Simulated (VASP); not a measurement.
A run of VASP 6.6.1 is set up as follows.

Contents of INCAR:

```
PREC = Accurate
ENCUT = 500
EDIFF = 1E-7
ISMEAR = -1
SIGMA = 0.1
LREAL = F
LASPH = T
NELM = 120
ALGO = Normal
ISIF = 3
LWAVE = F
LCHARG = F
GGA = PE
IBRION = 2
NSW = 100
EDIFFG = -0.02
PSTRESS = 300.0
GGA_COMPAT = F
NELMIN = 4
```

The input KPOINTS:

```
regular mesh
0
Gamma
  7 7 7
```

File POSCAR:

```
NaB
1.0
    0.0000000000      2.6838690000      2.6838690000
    2.6838690000      0.0000000000      2.6838690000
    2.6838690000      2.6838690000      0.0000000000
Na B
1 1
Direct
    0.0000000000      0.0000000000      0.0000000000
    0.5000000000      0.5000000000      0.5000000000
```

Potentials or basis: VASP PAW PBE potentials, release 64 (Na_pv, B).

Command:

```console
$ cat potpaw_PBE.64/Na_pv/POTCAR potpaw_PBE.64/B/POTCAR > POTCAR
$ mpirun -np 1 vasp_std > vasp.out
```

Problem. Predict the space group after relaxing (to 0.1 Å).

Solution. Fm-3m (No. 225).

Problem. What does it give for the relaxed volume?

Solution. 12.41 Å³/atom.

Problem. Predict the relaxed cell.

Solution. a = 3.274 Å, b = 3.274 Å, c = 3.274 Å, α = 60.00°, β = 60.00°, γ = 60.00°.

Problem. What does it give for the band gap on the k mesh?

Solution. Zero (bands 5 and 6 overlap by 4.48 eV).

Step by step:
| step | energy change (eV) | largest force (eV/Å) | pressure (GPa) | volume (Å³) |
| --- | --- | --- | --- | --- |
| 1 | 0.0000 | 0.0000 | 0.17 | 38.66 |
| 2 | 1.6356 | 0.0000 | 50.42 | 21.82 |
| 3 | 0.8992 | 0.0000 | 30.10 | 24.81 |

Caveat: the cell is relaxed towards a set pressure, so the run minimises the enthalpy, not the energy; the volume moved by over 15 % at a fixed basis, so the end points are rough.
